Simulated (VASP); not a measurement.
Input of a VASP 6.6.1 run:

File INCAR:

```
SYSTEM = MgSe
PREC = Accurate
ENCUT = 600
EDIFF = 1E-6
ISMEAR = 0
SIGMA = 0.05
LREAL = .FALSE.
LASPH = .TRUE.
NELM = 120
ALGO = Normal
ISIF = 2
LWAVE = .FALSE.
LCHARG = .FALSE.
GGA = PE
NBANDS = 11
GGA_COMPAT = .FALSE.
```

File KPOINTS:

```
regular mesh
0
G
  8 8 8
  0 0 0
```

POSCAR

```
MgSe
1.0
    0.0000000000      2.7254991651      2.7254991651
    2.7254991651      0.0000000000      2.7254991651
    2.7254991651      2.7254991651      0.0000000000
Mg Se
1 1
Direct
    0.0000000000      0.0000000000      0.0000000000
    0.5000000000      0.5000000000      0.5000000000
```

Potentials or basis: VASP PAW PBE potentials, release 64 (Mg, Se).

Command:

```sh
$ cat potpaw_PBE.64/Mg/POTCAR potpaw_PBE.64/Se/POTCAR > POTCAR
$ mpirun -np 1 vasp_std > vasp.out
```

(1) Estimate the band gap on the k mesh.

(2) What does it give for the pressure?

## Answers

(1) 1.80 eV, indirect (least direct gap 2.60 eV).

(2) 1.9 GPa.
